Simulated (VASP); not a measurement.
Wanted: the native input for a VASP 6.6.1 run.

```yaml
Task: relaxation of shape and atoms at fixed volume
Functional: LDA
Potentials_or_basis: VASP PAW LDA potentials, release 64 (Re)
Cutoff: 600 eV
k_mesh: 18 × 18 × 10
Occupations: gaussian, width 0.1 eV
Spin: no spin polarisation
Dipole_correction: no
Further_INCAR_settings: ALGO = Fast; EDIFF = 1e-06; IBRION = 2; EDIFFG = -0.01; NSW = 50; ISIF = 4
```

The structure of Re lies in POSCAR:

```
Re
1.0
    2.6815406678      0.0000000000      0.0000000000
   -1.3407703339      2.3222823396      0.0000000000
    0.0000000000      0.0000000000      4.3264651013
Re
2
Direct
    0.3333333333      0.6666666667      0.2500000000
    0.6666666667      0.3333333333      0.7500000000
```

The input as run:

INCAR

```
  PREC = Accurate
  ENCUT = 600
  EDIFF = 1E-6
  ISMEAR = 0
  SIGMA = 0.1
  LREAL = False
  LASPH = True
  NELM = 80
  ALGO = Fast
  ISIF = 4
  LWAVE = False
  LCHARG = False
  GGA = CA
  IBRION = 2
  NSW = 50
  EDIFFG = -0.01
```

KPOINTS

```
regular mesh
0
Gamma
  18 18 10
```

Potentials or basis: VASP PAW LDA potentials, release 64 (Re).

Launch:

```bash
$ cat potpaw_LDA.64/Re/POTCAR > POTCAR
$ mpirun -np 1 vasp_std > vasp.out
```

Results of the run:

| Quantity | Value |
| --- | --- |
| Pressure after relaxing | 31.4 GPa |
| Band gap on the k mesh | zero (bands 7 and 8 overlap by 3.89 eV) |

Caveat: spin-orbit coupling is left out, which moves the levels of the heavy elements.

Wall time 2.2 min on 1 thread of Intel Xeon 8259CL (shared host), peak memory 0.2 GiB.
